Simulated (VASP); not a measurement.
# ZnS (P6_3mc) in VASP: further runs

ZnS is run at these levels: PBEsol; tasks: single point.

All numbers are computed with VASP 6.6.1; they aren't measurements. Logs are shortened: lines on timing, memory, paths and dates and some standing lists are left out, and cuts for length are marked.

### Step 1. The cell of the first run

The structure is hexagonal, space group P6_3mc (No. 186). Conventional cell: a = 3.785 Å, b = 3.785 Å, c = 12.393 Å, α = 90.00°, β = 90.00°, γ = 120.00°. Within 2.4 Å of Zn (site symmetry 3m) lie 1 S at 1.82 Å. Zn (site symmetry 3m) has 1 S at 1.82 Å within 2.4 Å. S (site symmetry 3m) has 1 Zn at 1.82 Å within 2.4 Å. S (site symmetry 3m) has 1 Zn at 1.82 Å within 2.4 Å.

### Step 2. Single point, PBEsol (all Zn atoms moved +0.500 Å, as atom 1 along Cartesian [0 0 1])

INCAR reads:

```
SYSTEM = ZnS
PREC     = Accurate       ! precision mode
ENCUT    = 520            ! plane-wave cutoff, eV
EDIFF    = 1E-6           ! SCF threshold, eV
ISMEAR   = 0              ! smearing method
SIGMA    = 0.05           ! smearing width, eV
LREAL    = .FALSE.        ! projectors in reciprocal space
LASPH    = .TRUE.         ! aspherical terms in the spheres
NELM     = 60             ! most SCF steps
ALGO     = Normal         ! electronic algorithm
ISIF     = 2              ! what is computed and relaxed
LWAVE    = .FALSE.        ! write WAVECAR
LCHARG   = .FALSE.        ! write CHGCAR
GGA      = PS             ! functional
NBANDS   = 46             ! bands
```

KPOINTS reads:

```
regular mesh
0
G
  12 12 4
  0 0 0
```

POSCAR reads:

```
ZnS
1.0
    3.7846846186      0.0000000000      0.0000000000
   -1.8923423093      3.2776330250      0.0000000000
    0.0000000000      0.0000000000     12.3926922670
Zn S
4 4
Direct
    0.0000000000      0.0000000000      0.0404886743
    0.0000000000      0.0000000000      0.5404886743
    0.3333333333      0.6666666667      0.2904141302
    0.6666666667      0.3333333333      0.7904141302
    0.0000000000      0.0000000000      0.1872166306
    0.0000000000      0.0000000000      0.6872166306
    0.3333333333      0.6666666667      0.4375732810
    0.6666666667      0.3333333333      0.9375732810
```

Potentials or basis: VASP PAW PBE potentials, release 64 (Zn, S).

Launch:

```console
$ cat potpaw_PBE.64/Zn/POTCAR potpaw_PBE.64/S/POTCAR > POTCAR
$ mpirun -np 1 vasp_std > vasp.out
```

OUTCAR:

```text
SYSTEM = ZnS
   PREC = Accurate
   ENCUT = 520
   EDIFF = 1E-6
   ISMEAR = 0
   LREAL = .FALSE.
   LASPH = .TRUE.
   NELM = 60
   ISIF = 2
   GGA = PS

 ion  position               nearest neighbor table
   1  0.000  0.000  0.040-   5 1.82   8 2.53   8 2.53   8 2.53
   2  0.000  0.000  0.540-   6 1.82   7 2.53   7 2.53   7 2.53
   3  0.333  0.667  0.290-   7 1.82   5 2.53   5 2.53   5 2.53
   4  0.667  0.333  0.790-   8 1.82   6 2.53   6 2.53   6 2.53
   5  0.000  0.000  0.187-   1 1.82   3 2.53   3 2.53   3 2.53
   6  0.000  0.000  0.687-   2 1.82   4 2.53   4 2.53   4 2.53
   7  0.333  0.667  0.438-   3 1.82   2 2.53   2 2.53   2 2.53
   8  0.667  0.333  0.938-   4 1.82   1 2.53   1 2.53   1 2.53

  LATTYP: Found a hexagonal cell.
 ALAT       =     3.7846846186
 C/A-ratio  =     3.2744319582

  Lattice vectors:

 A1 = (   3.7846846186,   0.0000000000,   0.0000000000)
 A2 = (  -1.8923423093,   3.2776330250,   0.0000000000)
 A3 = (   0.0000000000,   0.0000000000,  12.3926922670)

Analysis of symmetry for initial positions (statically):
=====================================================================
 Subroutine PRICEL returns:
 Original cell was already a primitive cell.

 Routine SETGRP: Setting up the symmetry group for a
 hexagonal supercell.

 Subroutine GETGRP returns: Found 12 space group operations
 (whereof  6 operations were pure point group operations)
 out of a pool of 24 trial point group operations.

The static configuration has the point symmetry C_3v.
 The point group associated with its full space group is C_6v.

Analysis of symmetry for dynamics (positions and initial velocities):
=====================================================================
 Subroutine PRICEL returns:
 Original cell was already a primitive cell.

 Routine SETGRP: Setting up the symmetry group for a
 hexagonal supercell.

 Subroutine GETGRP returns: Found 12 space group operations
 (whereof  6 operations were pure point group operations)
 out of a pool of 24 trial point group operations.

The dynamic configuration has the point symmetry C_3v.
 The point group associated with its full space group is C_6v.

 Subroutine INISYM returns: Found 12 space group operations
 (whereof  6 operations are pure point group operations),
 and found     1 'primitive' translations

[... 111 lines left out ...]
   NFREE  =      0    steps in history (QN), initial steepest desc. (CG)
   ISIF   =      2    stress and relaxation
   ISYM   =      2    0-nonsym 1-usesym 2-fastsym
   POTIM  = 0.5000    time-step for ionic-motion
   TEBEG  =    0.0;   TEEND  =   0.0 temperature during run
   PSTRESS=    0.0 pullay stress
   NELECT =      72.0000    total number of electrons
   NUPDOWN=      -1.0000    fix difference up-down
   EMIN   =  10.00;   EMAX   =-10.00  energy-range for DOS
   EFERMI =   0.00;   METHOD = LEGACY
   ISMEAR =     0;   SIGMA  =   0.05  broadening in eV -4-tet -1-fermi 0-gaus
   EFERMI_NEDOS =   21; number of points for ismear=-14 and -15
   IALGO  =     38    algorithm
   IMIX   =      4    mixing-type and parameters
     AMIX     =   0.40;   BMIX     =  1.00
     AMIX_MAG =   1.60;   BMIX_MAG =  1.00
  volume/ion in A,a.u.               =      19.22       129.68
  Fermi-wavevector in a.u.,A,eV,Ry     =   1.271356  2.402514 21.991716  1.616346
  Thomas-Fermi vector in A             =   2.404293
   LORBIT       =      0    0 simple, 1 ext, 2 COOP (PROOUT), +10 PAW based schemes
   GGA     = PS    functional components
   LHFCALC =     F    Hartree Fock is set to
   AEXX    =    0.0000 exact exchange contribution
   IVDW    =     0    specifies the selected vdW correction
   LEPSILON=     F    determine dielectric tensor
   LRPA    =     F    only Hartree local field effects (RPA)
 non-spin polarized calculation
 Gauss-broadening in eV      SIGMA  =   0.05
  energy-cutoff  :      520.00
  volume of cell :      153.73
 maximum number of plane-waves:      4162
   NGX = 15   NGY = 15   NGZ = 47

 number of electron      72.0000019 magnetization

 Free energy of the ion-electron system (eV)
  ---------------------------------------------------
  ext. energy  EPLUGINS =         0.00000000
  ---------------------------------------------------
  free energy    TOTEN  =       -23.37954278 eV

  energy without entropy =      -23.37954278  energy(sigma->0) =      -23.37954278

 E-fermi :   2.7303     XC(G=0):  -9.9483

 val. band max:        2.4735587590   @ k =   0.0000   0.0000   0.0000
 cond. band min:       4.4354629761   @ k =   0.0000   0.0000   0.0000
 fundamental gap:      1.9619042172
 Fermi energy:         2.7303061388

 k-point     1 :       0.0000    0.0000    0.0000
  band No.  band energies     occupation
      1     -11.5166      2.00000
      2     -11.0414      2.00000
      3     -11.0358      2.00000
      4     -10.4533      2.00000
      5      -5.3362      2.00000
      6      -5.3293      2.00000
[... 1165 lines left out ...]
     45       9.3287      0.00000
     46       9.4968      0.00000

 [... further k-points ...]

------------------------ aborting loop because EDIFF is reached ----------------------------------------

  FORCE on cell =-STRESS in cart. coord.  units (eV):
  Direction    XX          YY          ZZ          XY          YZ          ZX
  --------------------------------------------------------------------------------------
  -------------------------------------------------------------------------------------
  Total       -4.3164164     -4.3164164     61.0238916      0.0000000      0.0000000      0.0000000
  in kB      -44.9860885    -44.9860885    635.9966013      0.0000000      0.0000000      0.0000000
  external PRESSURE =     182.0081414 kB  Pullay stress =       0.0000000 kB

 VOLUME and BASIS-vectors are now :
 -----------------------------------------------------------------------------
  energy-cutoff  :      520.00
  volume of cell :      153.73
      direct lattice vectors                 reciprocal lattice vectors
     3.784684619  0.000000000  0.000000000     0.264222809  0.152549110  0.000000000
    -1.892342309  3.277633025  0.000000000     0.000000000  0.305098219  0.000000000
     0.000000000  0.000000000 12.392692267     0.000000000  0.000000000  0.080692716

 POSITION                                       TOTAL-FORCE (eV/Angst)
 -----------------------------------------------------------------------------------
      0.00000      0.00000      0.50176        -0.000000     -0.000000    -10.235508
      0.00000      0.00000      6.69811         0.000000      0.000000    -10.235508
     -0.00000      2.18509      3.59901         0.000000      0.000000    -10.019254
      1.89234      1.09254      9.79536        -0.000000      0.000000    -10.019254
      0.00000      0.00000      2.32012         0.000000      0.000000     10.240860
      0.00000      0.00000      8.51646        -0.000000     -0.000000     10.240860
     -0.00000      2.18509      5.42271        -0.000000      0.000000     10.013902
      1.89234      1.09254     11.61906         0.000000      0.000000     10.013902
 -----------------------------------------------------------------------------------
    total drift:                               -0.000000     -0.000001     -0.007321

  FREE ENERGIE OF THE ION-ELECTRON SYSTEM (eV)
  ---------------------------------------------------
  free  energy   TOTEN  =       -23.3795427786 eV

  energy  without entropy=      -23.3795427786  energy(sigma->0) =      -23.37954278
```

OSZICAR:

```text
N       E                     dE             d eps       ncg     rms          rms(c)
DAV:   1     0.598389344280E+03    0.59839E+03   -0.32294E+04  5244   0.189E+03
DAV:   2     0.564809340781E+02   -0.54191E+03   -0.52086E+03  5260   0.440E+02
DAV:   3    -0.222794293143E+02   -0.78760E+02   -0.77413E+02  5872   0.157E+02
DAV:   4    -0.260882460705E+02   -0.38088E+01   -0.37939E+01  6298   0.347E+01
DAV:   5    -0.261517748886E+02   -0.63529E-01   -0.63504E-01  6094   0.452E+00    0.215E+01
DAV:   6    -0.233724589533E+02    0.27793E+01   -0.61409E+00  6860   0.589E+01    0.148E+01
DAV:   7    -0.235524231573E+02   -0.17996E+00   -0.80099E+00  5778   0.121E+01    0.505E+00
DAV:   8    -0.234011670383E+02    0.15126E+00   -0.42282E-01  6560   0.437E+00    0.232E+00
DAV:   9    -0.233789189044E+02    0.22248E-01   -0.20452E-01  6276   0.261E+00    0.562E-01
DAV:  10    -0.233793752729E+02   -0.45637E-03   -0.95032E-03  6264   0.114E+00    0.300E-01
DAV:  11    -0.233795595679E+02   -0.18430E-03   -0.11716E-03  6524   0.549E-01    0.128E-01
DAV:  12    -0.233795361697E+02    0.23398E-04   -0.42496E-04  7096   0.248E-01    0.204E-02
DAV:  13    -0.233795439612E+02   -0.77914E-05   -0.94447E-05  7150   0.969E-02    0.227E-02
DAV:  14    -0.233795420378E+02    0.19234E-05   -0.13423E-05  6732   0.420E-02    0.103E-02
DAV:  15    -0.233795433693E+02   -0.13315E-05   -0.44287E-06  4996   0.161E-02    0.843E-03
DAV:  16    -0.233795427786E+02    0.59077E-06   -0.17385E-06  3288   0.214E-02
   1 F= -.23379543E+02 E0= -.23379543E+02  d E =-.536716E-15
```

Run time: 3.7 min. Hardware: 1 thread of Intel Xeon Platinum 8559C (Emerald Rapids), shared host; peak memory 0.45 GiB.

Results:

| Quantity | Value |
| --- | --- |
| Free energy | -23.3795 eV |
| Pressure | 18.2 GPa |
| Largest force | 10.241 eV/Å |
| Band gap on the k mesh | 1.96 eV |

Forces in eV/Å, atoms in the order of the input:
```
Zn    0.000   0.000 -10.236
Zn    0.000   0.000 -10.236
Zn    0.000   0.000 -10.019
Zn    0.000   0.000 -10.019
S     0.000   0.000  10.241
S     0.000   0.000  10.241
S     0.000   0.000  10.014
S     0.000   0.000  10.014
```

Levels at points of the mesh, in eV from the valence-band top:
```tsv
k point	band 32	band 33	band 34	band 35	band 36	band 37	band 38	band 39	band 40	band 41
(0.00, 0.00, 0.00)	-0.76	-0.74	-0.74	0.00	0.00	1.96	3.58	3.73	3.78	6.05
(0.50, 0.00, 0.00)	-1.94	-1.74	-1.58	-1.56	-0.30	2.37	2.56	3.68	4.27	4.51
(0.00, 0.00, 0.50)	-1.20	-0.24	-0.24	-0.24	-0.24	2.78	2.78	3.81	3.81	6.37
(0.50, 0.00, 0.50)	-2.33	-2.26	-2.26	-0.73	-0.73	3.14	3.14	3.42	3.42	4.38
```

Caveat: the cell differs from its parent crystal (all Zn atoms moved +0.500 Å, as atom 1 along Cartesian [0 0 1]); the cell stands under pressure; the PAW data sets were made with another functional, which shifts forces and pressure a little. A k mesh can miss the band edges.

### Step 3. Single point, PBEsol (all Zn atoms moved -0.375 Å, as atom 1 along Cartesian [0 0 1])

INCAR reads:

```
ALGO = Normal
EDIFF = 1E-6
ENCUT = 520
GGA = PS
ISIF = 2
ISMEAR = 0
LASPH = T
LCHARG = F
LREAL = F
LWAVE = F
NBANDS = 46
NELM = 80
PREC = Accurate
SIGMA = 0.05
```

KPOINTS reads:

```
k-points
0
Gamma
  12 12 4
```

POSCAR reads:

```
ZnS
1.0
    3.7846846186      0.0000000000      0.0000000000
   -1.8923423093      3.2776330250      0.0000000000
    0.0000000000      0.0000000000     12.3926922670
Zn S
4 4
Direct
    0.0000000000      0.0000000000     -0.0301174524
    0.0000000000      0.0000000000      0.4698825476
    0.3333333333      0.6666666667      0.2198080035
    0.6666666667      0.3333333333      0.7198080035
    0.0000000000      0.0000000000      0.1872166306
    0.0000000000      0.0000000000      0.6872166306
    0.3333333333      0.6666666667      0.4375732810
    0.6666666667      0.3333333333      0.9375732810
```

Potentials or basis: VASP PAW PBE potentials, release 64 (Zn, S).

Launch:

```console
$ cat potpaw_PBE.64/Zn/POTCAR potpaw_PBE.64/S/POTCAR > POTCAR
$ mpirun -np 1 vasp_std > vasp.out
```

It took 3.8 min on 1 thread of Intel Xeon Platinum 8559C (Emerald Rapids), shared host; peak memory 0.44 GiB.

It converged, with:

```yaml
Free_energy: -29.3933 eV
Pressure: 3.3 GPa
Largest_force: 0.898 eV/Å
Band_gap_on_the_k_mesh: 2.26 eV
```

Forces in eV/Å, atoms in the order of the input:
```
Zn   0.000  0.000  0.849
Zn   0.000  0.000  0.849
Zn   0.000  0.000  0.898
Zn   0.000  0.000  0.898
S    0.000  0.000 -0.888
S    0.000  0.000 -0.888
S    0.000  0.000 -0.859
S    0.000  0.000 -0.859
```

Stress tensor (GPa, compression positive):
```
 5.98  0.00  0.00
 0.00  5.98  0.00
 0.00  0.00 -2.20
```

Levels at points of the mesh, in eV from the valence-band top:
| k point | band 32 | band 33 | band 34 | band 35 | band 36 | band 37 | band 38 | band 39 | band 40 | band 41 |
| --- | --- | --- | --- | --- | --- | --- | --- | --- | --- | --- |
| (0.00, 0.00, 0.00) | -0.44 | -0.44 | -0.15 | -0.15 | 0.00 | 2.26 | 2.68 | 3.03 | 3.37 | 6.25 |
| (0.50, 0.00, 0.00) | -2.01 | -1.83 | -1.52 | -1.14 | -0.63 | 3.10 | 3.30 | 3.61 | 4.01 | 4.44 |
| (0.00, 0.00, 0.50) | -0.68 | -0.24 | -0.24 | -0.24 | -0.24 | 2.80 | 2.80 | 2.99 | 2.99 | 6.28 |
| (0.50, 0.00, 0.50) | -2.07 | -1.68 | -1.68 | -1.00 | -1.00 | 3.35 | 3.35 | 3.98 | 3.98 | 4.49 |

Caveat: the cell differs from its parent crystal (all Zn atoms moved -0.375 Å, as atom 1 along Cartesian [0 0 1]); the cell stands under pressure; the PAW data sets were made with another functional, which shifts forces and pressure a little. A k mesh can miss the band edges.
